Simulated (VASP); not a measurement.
# Cr (P6_3/mmc) in VASP: notebook

Cr is run at these levels: PBE; tasks: single point.

Program: VASP 6.6.1. These are calculated values, not measurements. Logs are shortened: lines on timing, memory, paths and dates and some standing lists are left out, and cuts for length are marked.

### 1 The cell of the first run

It takes space group P6_3/mmc (No. 194, hexagonal). Conventional cell: a = 2.486 Å, b = 2.486 Å, c = 4.454 Å, α = 90.00°, β = 90.00°, γ = 120.00°. Cr (site symmetry -6m2) has 12 Cr at 2.49 to 2.65 Å within 3.3 Å.

This isn't the form of Cr at room conditions, which is bcc.

### 2 Single point, PBE, non-collinear spin, typed start, spin-orbit coupling

The input, INCAR:

```
PREC = Accurate
ENCUT = 520
EDIFF = 1E-6
ISMEAR = -1
SIGMA = 0.05
LREAL = False
LASPH = True
NELM = 150
ALGO = Normal
ISIF = 2
LWAVE = False
LCHARG = True
MAGMOM = 0 0 1.5 0 0 -1.5
LORBIT = 11
LSORBIT = True
GGA_COMPAT = False
LORBMOM = True
LMAXMIX = 4
GGA = PE
LVHAR = True
NBANDS = 36
```

The input, KPOINTS:

```
Automatic mesh
0
Gamma
  14 14 7
```

The input, POSCAR:

```
Cr
1.0
    2.4857407012      0.0000000000      0.0000000000
   -1.2428703506      2.1527145944      0.0000000000
    0.0000000000      0.0000000000      4.4539797983
Cr
2
Direct
    0.3333333333      0.6666666667      0.2500000000
    0.6666666667      0.3333333333      0.7500000000
```

Potentials or basis: VASP PAW PBE potentials, release 64 (Cr_pv).

Started as:

```console
cat potpaw_PBE.64/Cr_pv/POTCAR > POTCAR
mpirun -np 1 vasp_ncl > vasp.out
```

OUTCAR:

```text
PREC = Accurate
   ENCUT = 520
   EDIFF = 1E-6
   ISMEAR = -1
   LREAL = False
   LASPH = True
   NELM = 150
   ISIF = 2
   LORBIT = 11
   LSORBIT = True
   GGA = PE

 ion  position               nearest neighbor table
   1  0.333  0.667  0.250-   2 2.65   2 2.65   2 2.65   2 2.65   2 2.65   2 2.65
   2  0.667  0.333  0.750-   1 2.65   1 2.65   1 2.65   1 2.65   1 2.65   1 2.65

  LATTYP: Found a hexagonal cell.
 ALAT       =     2.4857407012
 C/A-ratio  =     1.7918119119

  Lattice vectors:

 A1 = (   2.4857407012,   0.0000000000,   0.0000000000)
 A2 = (  -1.2428703506,   2.1527145944,   0.0000000000)
 A3 = (   0.0000000000,   0.0000000000,   4.4539797983)

Analysis of symmetry for initial positions (statically):
=====================================================================
 Subroutine PRICEL returns:
 Original cell was already a primitive cell.

 Routine SETGRP: Setting up the symmetry group for a
 hexagonal supercell.

 Subroutine GETGRP returns: Found 24 space group operations
 (whereof 12 operations were pure point group operations)
 out of a pool of 24 trial point group operations.

The static configuration has the point symmetry D_3d.
 The point group associated with its full space group is D_6h.

Analysis of symmetry for dynamics (positions and initial velocities):
=====================================================================
 Subroutine PRICEL returns:
 Original cell was already a primitive cell.

 Routine SETGRP: Setting up the symmetry group for a
 hexagonal supercell.

 Subroutine GETGRP returns: Found 24 space group operations
 (whereof 12 operations were pure point group operations)
 out of a pool of 24 trial point group operations.

The dynamic configuration has the point symmetry D_3d.
 The point group associated with its full space group is D_6h.

Analysis of structural, dynamic, and magnetic symmetry:
=====================================================================
 Subroutine PRICEL returns:
 Original cell was already a primitive cell.

 Routine SETGRP: Setting up the symmetry group for a
 hexagonal supercell.

 Subroutine GETGRP returns: Found 12 space group operations
 (whereof  6 operations were pure point group operations)
 out of a pool of 24 trial point group operations.

The overall configuration has the point symmetry D_3 .
 The point group associated with its full space group is D_3h.

 Subroutine INISYM returns: Found 12 space group operations
 (whereof  6 operations are pure point group operations),
 and found     1 'primitive' translations

----------------------------------------------------------------------------------------

                                     Primitive cell

  volume of cell :      23.8336

  direct lattice vectors                    reciprocal lattice vectors
     2.485740701  0.000000000  0.000000000     0.402294575  0.232264881  0.000000000
    -1.242870351  2.152714594  0.000000000     0.000000000  0.464529763  0.000000000
     0.000000000  0.000000000  4.453979798     0.000000000  0.000000000  0.224518306

  length of vectors
     2.485740701  2.485740701  4.453979798     0.464529763  0.464529763  0.224518306

  position of ions in fractional coordinates (direct lattice)
     0.333333333  0.666666667  0.250000000
     0.666666667  0.333333333  0.750000000

  ion indices of the primitive-cell ions
   primitive index   ion index
                 1           1
                 2           2

----------------------------------------------------------------------------------------

 KPOINTS: Automatic mesh

Automatic generation of k-mesh.
 Grid dimensions read from file:
 generate k-points for:   14   14    7

[... 92 lines left out ...]
   LEPSILON=     F    determine dielectric tensor
   LRPA    =     F    only Hartree local field effects (RPA)
  energy-cutoff  :      520.00
  volume of cell :       23.83
 maximum number of plane-waves:      1330
   NGX =  9   NGY =  9   NGZ = 17

 number of electron      23.9999997 magnetization      -0.0000000     -0.0000000     -0.0000000

 number of electron      23.9999997 magnetization      -0.0000000      0.0000000      0.0000000

 number of electron      23.9999997 magnetization       0.0000000      0.0000000      0.0000000

 number of electron      23.9999997 magnetization       0.0000000     -0.0000000     -0.0000000

 Free energy of the ion-electron system (eV)
  ---------------------------------------------------
  ext. energy  EPLUGINS =         0.00000000
  ---------------------------------------------------
  free energy    TOTEN  =       -18.25865962 eV

  energy without entropy =      -18.23038726  energy(sigma->0) =      -18.24452344

 E-fermi :  10.3885     XC(G=0): -13.4699

 val. band max:       10.3883737130   @ k =   0.4286   0.0000   0.1429
 cond. band min:      10.3925460576   @ k =   0.0000   0.0000   0.0000
 fundamental gap:      0.0041723446
 Fermi energy:        10.3885137412

 k-point     1 :       0.0000    0.0000    0.0000
  band No.  band energies     occupation
      1     -33.1738      1.00000
      2     -33.1738      1.00000
      3     -32.7734      1.00000
      4     -32.7734      1.00000
      5     -32.1050      1.00000
      6     -32.1050      1.00000
[... 925 lines left out ...]
     35      17.7087      0.00000
     36      17.7087      0.00000

 [... further k-points ...]
[... 5 lines left out ...]
  --------------------------------------------------------------------------------------
  -------------------------------------------------------------------------------------
  Total       -0.0809649     -0.0809649     -0.0369269     -0.0000000      0.0000000      0.0000000
  in kB       -5.4427329     -5.4427329     -2.4823469     -0.0000000      0.0000000      0.0000000
  external PRESSURE =      -4.4559376 kB  Pullay stress =       0.0000000 kB

 VOLUME and BASIS-vectors are now :
 -----------------------------------------------------------------------------
  energy-cutoff  :      520.00
  volume of cell :       23.83
      direct lattice vectors                 reciprocal lattice vectors
     2.485740701  0.000000000  0.000000000     0.402294575  0.232264881  0.000000000
    -1.242870351  2.152714594  0.000000000     0.000000000  0.464529763  0.000000000
     0.000000000  0.000000000  4.453979798     0.000000000  0.000000000  0.224518306

 POSITION                                       TOTAL-FORCE (eV/Angst)
 -----------------------------------------------------------------------------------
     -0.00000      1.43514      1.11349        -0.000000     -0.000000     -0.000000
      1.24287      0.71757      3.34048         0.000000      0.000000      0.000000
 -----------------------------------------------------------------------------------
    total drift:                                0.000000     -0.000000      0.000000

  FREE ENERGIE OF THE ION-ELECTRON SYSTEM (eV)
  ---------------------------------------------------
  free  energy   TOTEN  =       -18.2586596240 eV

  energy  without entropy=      -18.2303872557  energy(sigma->0) =      -18.24452344

 orbital moment (x)

 # of ion     p       d       tot
 ----------------------------------------
  1         0.000   0.000   0.000
  2         0.000   0.000   0.000
 ----------------------------------------
            0.000   0.000   0.000

 orbital moment (y)

 # of ion     p       d       tot
 ----------------------------------------
  1        -0.000   0.000   0.000
  2         0.000  -0.000  -0.000
 ----------------------------------------
           -0.000   0.000   0.000

 orbital moment (z)

 # of ion     p       d       tot
 ----------------------------------------
  1        -0.000   0.000   0.000
  2         0.000  -0.000  -0.000
 ----------------------------------------
           -0.000  -0.000  -0.000

 Spin-Orbit-Coupling matrix elements

 Ion:    1  E_soc:     -0.0240543
 l=   1
     0.0000000    -0.0030656    -0.0030757
    -0.0030656     0.0000000    -0.0030656
    -0.0030757    -0.0030656     0.0000000
 l=   2
     0.0000000    -0.0001644     0.0000000    -0.0001644    -0.0008363
    -0.0001644     0.0000000    -0.0005866    -0.0001533    -0.0001644
     0.0000000    -0.0005866     0.0000000    -0.0005866     0.0000000
    -0.0001644    -0.0001533    -0.0005866     0.0000000    -0.0001644
    -0.0008363    -0.0001644     0.0000000    -0.0001644     0.0000000
 l=   3
     0.0000000     0.0000000     0.0000000     0.0000000     0.0000000     0.0000000     0.0000000
     0.0000000     0.0000000     0.0000000     0.0000000     0.0000000     0.0000000     0.0000000
     0.0000000     0.0000000     0.0000000     0.0000000     0.0000000     0.0000000     0.0000000
     0.0000000     0.0000000     0.0000000     0.0000000     0.0000000     0.0000000     0.0000000
     0.0000000     0.0000000     0.0000000     0.0000000     0.0000000     0.0000000     0.0000000
     0.0000000     0.0000000     0.0000000     0.0000000     0.0000000     0.0000000     0.0000000
     0.0000000     0.0000000     0.0000000     0.0000000     0.0000000     0.0000000     0.0000000

 Ion:    2  E_soc:     -0.0240543
 l=   1
     0.0000000    -0.0030656    -0.0030757
    -0.0030656     0.0000000    -0.0030656
    -0.0030757    -0.0030656     0.0000000
 l=   2
     0.0000000    -0.0001644     0.0000000    -0.0001644    -0.0008363
    -0.0001644     0.0000000    -0.0005866    -0.0001533    -0.0001644
     0.0000000    -0.0005866     0.0000000    -0.0005866     0.0000000
    -0.0001644    -0.0001533    -0.0005866     0.0000000    -0.0001644
    -0.0008363    -0.0001644     0.0000000    -0.0001644     0.0000000
 l=   3
     0.0000000     0.0000000     0.0000000     0.0000000     0.0000000     0.0000000     0.0000000
     0.0000000     0.0000000     0.0000000     0.0000000     0.0000000     0.0000000     0.0000000
     0.0000000     0.0000000     0.0000000     0.0000000     0.0000000     0.0000000     0.0000000
     0.0000000     0.0000000     0.0000000     0.0000000     0.0000000     0.0000000     0.0000000
     0.0000000     0.0000000     0.0000000     0.0000000     0.0000000     0.0000000     0.0000000
     0.0000000     0.0000000     0.0000000     0.0000000     0.0000000     0.0000000     0.0000000
     0.0000000     0.0000000     0.0000000     0.0000000     0.0000000     0.0000000     0.0000000

 total charge

# of ion       s       p       d       tot
------------------------------------------
    1        0.441   6.370   4.211  11.023
    2        0.441   6.370   4.211  11.023
--------------------------------------------------
tot          0.883  12.741   8.422  22.046

 magnetization (x)

# of ion       s       p       d       tot
------------------------------------------
    1        0.000  -0.000   0.000   0.000
    2        0.000  -0.000  -0.000  -0.000
--------------------------------------------------
tot          0.000  -0.000  -0.000  -0.000

 magnetization (y)

# of ion       s       p       d       tot
------------------------------------------
    1        0.000   0.000   0.000   0.000
    2        0.000   0.000   0.000   0.000
--------------------------------------------------
tot          0.000   0.000   0.000   0.000

 magnetization (z)

# of ion       s       p       d       tot
------------------------------------------
    1        0.000   0.000   0.001   0.001
    2       -0.000  -0.000  -0.001  -0.001
--------------------------------------------------
tot          0.000   0.000   0.000   0.000
```

Wall time 8.7 min (1 thread of Intel Xeon 8259CL, shared host); peak memory 0.31 GiB.

Results:

```yaml
Free_energy: -18.2587 eV
Pressure: -0.4 GPa
Net_moment: 0.00 μB per cell
Valence_electrons_inside_the_program's_atomic_spheres: Cr 11.02
```

Moments on the atoms (μB; x, y, z):
```
Cr  0.00 0.00 0.00
Cr  0.00 0.00 0.00
```

### 3 Single point, PBE, collinear spin, ferromagnetic start (10.49 Å³/atom)

This run uses another cell than the first one, of 10.49 Å³/atom.

The input, INCAR:

```
PREC = Accurate
ENCUT = 500
EDIFF = 1E-6
ISMEAR = -1
SIGMA = 0.05
LREAL = False
LASPH = True
NELM = 200
ALGO = Normal
ISIF = 2
LWAVE = False
LCHARG = True
ISPIN = 2
MAGMOM = 1.5 1.5
LORBIT = 11
LMAXMIX = 4
GGA = PE
LELF = True
LVHAR = True
NBANDS = 23
GGA_COMPAT = False
```

The input, KPOINTS:

```
Automatic mesh
0
Gamma
  16 16 8
```

The input, POSCAR:

```
Cr
1.0
    2.3820431753      0.0000000000      0.0000000000
   -1.1910215876      2.0629099027      0.0000000000
    0.0000000000      0.0000000000      4.2681801560
Cr
2
Direct
    0.3333333333      0.6666666667      0.2500000000
    0.6666666667      0.3333333333      0.7500000000
```

Potentials or basis: VASP PAW PBE potentials, release 64 (Cr_pv).

Started as:

```console
cat potpaw_PBE.64/Cr_pv/POTCAR > POTCAR
mpirun -np 1 vasp_std > vasp.out
```

It took 1.9 min on 1 thread of Oxide Virtual Turin-like, shared host; peak memory 0.17 GiB.

Results (log left out):

| Quantity | Value |
| --- | --- |
| Free energy | -17.9269 eV |
| Pressure | 38.6 GPa |
| Band gap on the k mesh | zero (filled and empty bands overlap) |
| Net moment | 0.00 μB per cell |
| Valence electrons inside the program's atomic spheres | Cr 11.32 |

Stress tensor (GPa, compression positive):
```
40.18  0.00  0.00
 0.00 40.18  0.00
 0.00  0.00 35.40
```

Levels at points of the mesh, in eV from the Fermi level:
Spin up:
| k point | band 9 | band 10 | band 11 | band 12 | band 13 | band 14 | band 15 | band 16 |
| --- | --- | --- | --- | --- | --- | --- | --- | --- |
| (0.00, 0.00, 0.00) | -1.48 | -0.47 | -0.47 | -0.08 | -0.07 | -0.07 | 1.25 | 1.25 |
| (0.50, 0.00, 0.00) | -3.92 | -1.13 | -0.51 | -0.32 | -0.22 | 2.72 | 3.34 | 3.49 |
| (0.00, 0.00, 0.50) | -1.90 | -1.90 | -0.43 | -0.43 | -0.43 | -0.43 | 2.12 | 2.12 |
| (0.50, 0.00, 0.50) | -2.96 | -2.96 | 1.08 | 1.08 | 1.57 | 1.57 | 3.42 | 3.42 |
Spin down:
```tsv
k point	band 8	band 9	band 10	band 11	band 12	band 13	band 14	band 15	band 16	band 17
(0.00, 0.00, 0.00)	-4.53	-1.48	-0.47	-0.47	-0.08	-0.07	-0.07	1.25	1.25	2.58
(0.50, 0.00, 0.00)	-4.06	-3.92	-1.13	-0.51	-0.32	-0.22	2.72	3.34	3.49	4.86
(0.00, 0.00, 0.50)	-5.86	-1.90	-1.90	-0.43	-0.43	-0.43	-0.43	2.12	2.12	2.12
(0.50, 0.00, 0.50)	-4.56	-2.96	-2.96	1.08	1.08	1.57	1.57	3.42	3.42	4.11
```

Caveat: the cell stands under pressure; an empty level that is flat over the whole mesh can mark a ghost state of the potentials, or a narrow d or f band; the moments typed at the start vanished in this run.

### 4 Single point, PBE, collinear spin, ferromagnetic start (10.96 Å³/atom)

This run uses another cell than the first one, of 10.96 Å³/atom.

The input, INCAR:

```
ALGO = Normal ; EDIFF = 1E-6
ENCUT = 500 ; GGA = PE
GGA_COMPAT = False ; ISIF = 2
ISMEAR = -1 ; ISPIN = 2
LASPH = True ; LCHARG = False
LMAXMIX = 4 ; LORBIT = 11
LREAL = False ; LWAVE = False
MAGMOM = 1.5 1.5 ; NBANDS = 23
NELM = 200 ; PREC = Accurate
SIGMA = 0.05
```

The input, KPOINTS:

```
k-points
0
Gamma
  16 16 8
```

The input, POSCAR:

```
Cr
1.0
    2.4176013008      0.0000000000      0.0000000000
   -1.2088006504      2.0937041427      0.0000000000
    0.0000000000      0.0000000000      4.3318937308
Cr
2
Direct
    0.3333333333      0.6666666667      0.2500000000
    0.6666666667      0.3333333333      0.7500000000
```

Started as:

```console
cat potpaw_PBE.64/Cr_pv/POTCAR > POTCAR
mpirun -np 1 vasp_std > vasp.out
```

It took 71 s on 1 thread of Oxide Virtual Turin-like, shared host; peak memory 0.18 GiB.

It converged, with:

```
Free energy                                           : -18.1092 eV
Pressure                                              : 22.6 GPa
Band gap on the k mesh                                : zero (filled and empty bands overlap)
Net moment                                            : 0.00 μB per cell
Valence electrons inside the program's atomic spheres : Cr 11.21
```

Stress tensor (GPa, compression positive):
```
23.56  0.00  0.00
 0.00 23.56  0.00
 0.00  0.00 20.60
```

Levels at points of the mesh, in eV from the Fermi level:
Spin up:
```
           k point  band 8  band 9  band 10  band 11  band 12  band 13  band 14  band 15  band 16  band 17
(0.00, 0.00, 0.00)   -4.36   -1.38    -0.42    -0.42    -0.16    -0.05    -0.05     1.19     1.19     2.44
(0.50, 0.00, 0.00)   -3.81   -3.75    -1.06    -0.54    -0.31    -0.18     2.56     3.15     3.29     4.57
(0.00, 0.00, 0.50)   -5.79   -1.79    -1.79    -0.39    -0.39    -0.39    -0.39     2.00     2.00     2.00
(0.50, 0.00, 0.50)   -4.32   -2.78    -2.78     1.03     1.03     1.46     1.46     3.23     3.23     3.86
```
Spin down:
```tsv
k point	band 8	band 9	band 10	band 11	band 12	band 13	band 14	band 15	band 16	band 17
(0.00, 0.00, 0.00)	-4.36	-1.38	-0.42	-0.42	-0.16	-0.05	-0.05	1.19	1.19	2.43
(0.50, 0.00, 0.00)	-3.81	-3.75	-1.06	-0.54	-0.31	-0.19	2.56	3.15	3.28	4.57
(0.00, 0.00, 0.50)	-5.79	-1.79	-1.79	-0.39	-0.39	-0.39	-0.39	2.00	2.00	2.00
(0.50, 0.00, 0.50)	-4.32	-2.78	-2.78	1.03	1.03	1.46	1.46	3.22	3.22	3.86
```

Caveat: the cell stands under pressure; an empty level that is flat over the whole mesh can mark a ghost state of the potentials, or a narrow d or f band; the moments typed at the start vanished in this run.

### 5 Single point, PBE, collinear spin, ferromagnetic start (11.44 Å³/atom)

This run uses another cell than the first one, of 11.44 Å³/atom.

The input, INCAR:

```
PREC = Accurate
ENCUT = 500
EDIFF = 1E-6
ISMEAR = -1
SIGMA = 0.05
LREAL = False
LASPH = True
NELM = 200
ALGO = Normal
ISIF = 2
LWAVE = False
LCHARG = False
ISPIN = 2
MAGMOM = 1.5 1.5
LORBIT = 11
LMAXMIX = 4
GGA = PE
NBANDS = 23
GGA_COMPAT = False
```

The input, KPOINTS:

```
Automatic mesh
0
Gamma
  16 16 8
```

The input, POSCAR:

```
Cr
1.0
    2.4521431290      0.0000000000      0.0000000000
   -1.2260715645      2.1236182435      0.0000000000
    0.0000000000      0.0000000000      4.3937862889
Cr
2
Direct
    0.3333333333      0.6666666667      0.2500000000
    0.6666666667      0.3333333333      0.7500000000
```

Started as:

```console
cat potpaw_PBE.64/Cr_pv/POTCAR > POTCAR
mpirun -np 1 vasp_std > vasp.out
```

It took 84 s on 1 thread of Oxide Virtual Turin-like, shared host; peak memory 0.18 GiB.

It converged, with:

```yaml
Free_energy: -18.2064 eV
Pressure: 9.9 GPa
Band_gap_on_the_k_mesh: zero (filled and empty bands overlap)
Net_moment: 0.00 μB per cell
Valence_electrons_inside_the_program's_atomic_spheres: Cr 11.11
```

Stress tensor (GPa, compression positive):
```
10.36  0.00  0.00
 0.00 10.36  0.00
 0.00  0.00  8.95
```

Levels at points of the mesh, in eV from the Fermi level:
Spin up:
| k point | band 10 | band 11 | band 12 | band 13 | band 14 | band 15 |
| --- | --- | --- | --- | --- | --- | --- |
| (0.00, 0.00, 0.00) | -0.38 | -0.38 | -0.22 | -0.03 | -0.03 | 1.13 |
| (0.50, 0.00, 0.00) | -1.00 | -0.57 | -0.30 | -0.16 | 2.41 | 2.98 |
| (0.00, 0.00, 0.50) | -1.70 | -0.35 | -0.35 | -0.35 | -0.35 | 1.89 |
| (0.50, 0.00, 0.50) | -2.61 | 0.98 | 0.98 | 1.37 | 1.37 | 3.05 |
Spin down:
```csv
k point,band 10,band 11,band 12,band 13,band 14,band 15
"(0.00, 0.00, 0.00)",-0.38,-0.38,-0.22,-0.03,-0.03,1.13
"(0.50, 0.00, 0.00)",-1.00,-0.57,-0.30,-0.16,2.41,2.98
"(0.00, 0.00, 0.50)",-1.70,-0.35,-0.35,-0.35,-0.35,1.89
"(0.50, 0.00, 0.50)",-2.61,0.98,0.98,1.37,1.37,3.05
```

Caveat: the cell stands under pressure; an empty level that is flat over the whole mesh can mark a ghost state of the potentials, or a narrow d or f band; the moments typed at the start vanished in this run.

[end of part 1 of 2]
